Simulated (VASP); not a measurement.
Pd, 2 atoms in the cell. It takes space group Pm-3m (No. 221, cubic). The conventional cell has a = 2.494 Å, b = 2.494 Å, c = 2.494 Å, α = 90.00°, β = 90.00°, γ = 90.00°. Pd (site symmetry m-3m) has 6 Pd at 2.49 Å within 3.3 Å.  This cell differs from its parent crystal: volume scaled by 0.92.

- Program: VASP 6.6.1
- Task: single point
- Functional: PBEsol
- Potentials or basis: VASP PAW PBE potentials, release 64 (Pd)
- Cutoff: 520 eV
- k mesh: 12 × 12 × 12
- Occupations: fermi-dirac, width 0.05 eV
- Spin: collinear spin, antiferromagnetic start
- Starting moments: [0.5, -0.5] μB
- Dipole correction: no
- Further INCAR settings: ALGO = Normal; EDIFF = 1e-06; NBANDS = 21

Potentials or basis: VASP PAW PBE potentials, release 64 (Pd).

Run with:

```sh
$ cat potpaw_PBE.64/Pd/POTCAR > POTCAR
$ mpirun -np 1 vasp_std > vasp.out
```

Hardware: 1 thread of Intel(R) Xeon(R) Platinum 8259CL CPU @ 2.50GHz (Skylake/Cascade Lake), on a shared host.

Q: Estimate the wall time of this run.

A: It took 82 s on 1 thread of Intel(R) Xeon(R) Platinum 8259CL CPU @ 2.50GHz (Skylake/Cascade Lake) (shared host), peak memory 0.21 GiB. Counts: scf iterations 13, k points 72.
